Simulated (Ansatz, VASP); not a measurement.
**One calculation of Os, two programs**

POSCAR

```
Os
1.0
    4.2959243207      0.0000000000      0.0000000000
   -2.1479621604      3.7203795945      0.0000000000
    0.0000000000      0.0000000000      2.7044374839
Os
3
Direct
    1.0000000000      1.0000000000      1.0000000000
    0.3333333333      0.6666666667      0.5000000000
    0.6666666667      0.3333333333      0.5000000000
```

INCAR.step1

```
PREC     = Accurate       # precision mode
ENCUT    = 520            # plane-wave cutoff, eV
ISMEAR   = -1             # smearing method
SIGMA    = 0.1            # smearing width, eV
LREAL    = False          # projectors in reciprocal space
LASPH    = True           # aspherical terms in the spheres
NELM     = 60             # most SCF steps
NBANDS   = 19             # bands
GGA      = PE             # functional
ALGO     = Normal         # electronic algorithm
EDIFF    = 1E-4           # SCF threshold, eV
LWAVE    = True           # write WAVECAR
LCHARG   = False          # write CHGCAR
```

The input INCAR.step2:

```
PREC     = Accurate       # precision mode
ENCUT    = 520            # plane-wave cutoff, eV
EDIFF    = 1E-6           # SCF threshold, eV
ISMEAR   = -1             # smearing method
SIGMA    = 0.1            # smearing width, eV
LREAL    = False          # projectors in reciprocal space
LASPH    = True           # aspherical terms in the spheres
NELM     = 60             # most SCF steps
ALGO     = Normal         # electronic algorithm
ISIF     = 2              # what is computed and relaxed
LWAVE    = False          # write WAVECAR
LCHARG   = False          # write CHGCAR
METAGGA  = R2SCAN         # meta-GGA
LMIXTAU  = True         
NBANDS   = 19             # bands
ISTART   = 1
```

File KPOINTS:

```
Automatic mesh
0
Gamma
  10 10 13
```

Input for Ansatz:

```yaml
crystal:
  lattice:
    - [4.2959243207, 0.0, 0.0]
    - [-2.1479621604, 3.7203795945, 0.0]
    - [0.0, 0.0, 2.7044374839]
  atoms:
    - { symbol: Os, position: [1.0, 1.0, 1.0] }
    - { symbol: Os, position: [0.3333333333, 0.6666666667, 0.5] }
    - { symbol: Os, position: [0.6666666667, 0.3333333333, 0.5] }
hamiltonian:
  xc: r2scan
  pseudopotentials:
    kind: paw
    azcp:
      Os: "pseudopotentials/Os.paw.azcp"
basis:
  ecutwfc: 500
  fft_grid_basis: typed
kpoints:
  mp_grid: { grid: [10, 10, 13], shift: [0, 0, 0] }
magnetization:
  spin_polarized: false
scf:
  occupations: { method: fermi_dirac, width: 0.1 }
  lower_state_search: "off"
output:
  stress: true
```

Alike in both runs: task single point; functional r2SCAN; k mesh 10 × 10 × 13; occupations fermi-dirac, width 0.1 eV; no spin polarisation.

```csv
,VASP,Ansatz
version,VASP 6.6.1,Ansatz 0.2.0
potentials or method,"VASP PAW PBE potentials, release 64 (Os), cutoff 520 eV","plane waves (500 eV) with PAW, scalar-relativistic"
valence electrons in the cell,24,48
```

Ansatz gave:

| Item | Value |
| --- | --- |
| pressure (GPa) | 0.0 |
| traceless stress, the component that is largest in VASP (GPa) | 0.50 |

Q: Which values does VASP return?

A: Pressure (GPa): 0.7; traceless stress, the component that is largest in VASP (GPa): 0.59.

VASP's potentials were made for PBE, not for r2SCAN. With one functional, cell and mesh, what is left measures potentials, basis and numerics. VASP's potentials hold 24 valence electrons a cell and Ansatz's 48, so a difference there can come from the potentials and not from the codes.

Spin-orbit coupling is off throughout.
